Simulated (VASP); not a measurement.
Set up this calculation in VASP 6.6.1, as the native input.

```yaml
Task: single point
Functional: r2SCAN
Potentials_or_basis: VASP PAW PBE potentials, release 64 (Zn, O)
Cutoff: 520 eV
k_mesh: 12 × 12 × 6
Occupations: gaussian, width 0.05 eV
Spin: no spin polarisation
Dipole_correction: no
Further_INCAR_settings: ALGO = Normal; EDIFF = 1e-07; NBANDS = 26
```

Crystal: ZnO.

```
Zn O
1.0
     3.24940    0.00000    0.00000
    -1.62470    2.81406    0.00000
     0.00000    0.00000    5.20380
Zn O
2 2
Direct
  0.33333 0.66667 0.00000
  0.66667 0.33333 0.50000
  0.33333 0.66667 0.39171
  0.66667 0.33333 0.89171
```

This cell differs from its parent crystal: all O atoms moved +0.050 Å, as atom 3 along Cartesian [0 0 1].

One way to write it, as run:

POSCAR

```
ZnO
1.0
    3.2493987239      0.0000000000      0.0000000000
   -1.6246993619      2.8140618419      0.0000000000
    0.0000000000      0.0000000000      5.2038000000
Zn O
2 2
Direct
    0.3333333333      0.6666666667      0.0000000000
    0.6666666667      0.3333333333      0.5000000000
    0.3333333333      0.6666666667      0.3917083631
    0.6666666667      0.3333333333      0.8917083631
```

INCAR.step1

```
SYSTEM = ZnO
ALGO = Normal
EDIFF = 1E-4
ENCUT = 520
GGA = PE
ISMEAR = 0
LASPH = .TRUE.
LCHARG = .FALSE.
LREAL = .FALSE.
LWAVE = .TRUE.
NBANDS = 26
NELM = 60
PREC = Accurate
SIGMA = 0.05
```

INCAR.step2

```
SYSTEM = ZnO
ALGO = Normal
EDIFF = 1E-7
ENCUT = 520
ISIF = 2
ISMEAR = 0
ISTART = 1
LASPH = .TRUE.
LCHARG = .FALSE.
LMIXTAU = .TRUE.
LREAL = .FALSE.
LWAVE = .FALSE.
METAGGA = R2SCAN
NBANDS = 26
NELM = 60
PREC = Accurate
SIGMA = 0.05
```

KPOINTS

```
k-points
0
G
  12 12 6
  0 0 0
```

Potentials or basis: VASP PAW PBE potentials, release 64 (Zn, O).

The run is started by

```sh
$ cat potpaw_PBE.64/Zn/POTCAR potpaw_PBE.64/O/POTCAR > POTCAR
$ cp INCAR.step1 INCAR
$ mpirun -np 1 vasp_std > vasp.out
$ cp INCAR.step2 INCAR
$ mpirun -np 1 vasp_std > vasp.out
```

Results of the run:

| Item | Value |
| --- | --- |
| Pressure | 0.1 GPa |
| Largest force | 0.293 eV/Å |
| Band gap on the k mesh | 1.23 eV |

Caveat: the cell differs from its parent crystal (all O atoms moved +0.050 Å, as atom 3 along Cartesian [0 0 1]); the PAW data sets were made with another functional, which shifts forces and pressure a little.

It took 3.2 min on 1 thread of Intel(R) Xeon(R) Platinum 8488C (Sapphire Rapids) (shared host), peak memory 0.22 GiB.
